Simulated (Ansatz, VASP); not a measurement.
**One calculation of TaAg2Br6, two programs**

```
Ta Ag Br
1.0
     0.00000    5.17458    5.17458
     5.17458    0.00000    5.17458
     5.17458    5.17458    0.00000
Ta Ag Br
1 2 6
Direct
  0.00000 0.00000 0.00000
  0.25000 0.25000 0.25000
  0.75000 0.75000 0.75000
  0.75514 0.24486 0.24486
  0.24486 0.75514 0.24486
  0.24486 0.24486 0.75514
  0.24486 0.75514 0.75514
  0.75514 0.24486 0.75514
  0.75514 0.75514 0.24486
```

Alike in both runs: functional PBE; k mesh 4 × 4 × 4; occupations gaussian, width 0.1 eV; no spin polarisation.

Ansatz relaxed the structure, and its values are those at the end. VASP's run is a single point on that final structure, the one shown.

|  | VASP | Ansatz |
| --- | --- | --- |
| version | VASP 6.6.1 | Ansatz 0.2.0 |
| potentials or method | VASP PAW PBE potentials, release 64 (Ta_pv, Ag, Br), cutoff 520 eV | scalar-relativistic, plane waves, PAW |
| valence electrons in the cell | 75 | 93 |

```tsv
	VASP	Ansatz	Ansatz less VASP
gap on the k mesh at the Fermi level (eV)	none	none	-
pressure (GPa)	-0.1	-0.2	-0.01
rms of the force components (eV/Å)	0.015	0.009	-0.0059
```

A gap of «none» marks a metal or a gap that the smearing closes. The functional is the same, so the differences come from potentials, cutoffs and numerics. VASP's potentials hold 75 valence electrons a cell and Ansatz's 93, so a difference there can come from the potentials and not from the codes.

Neither program's run includes spin-orbit coupling.
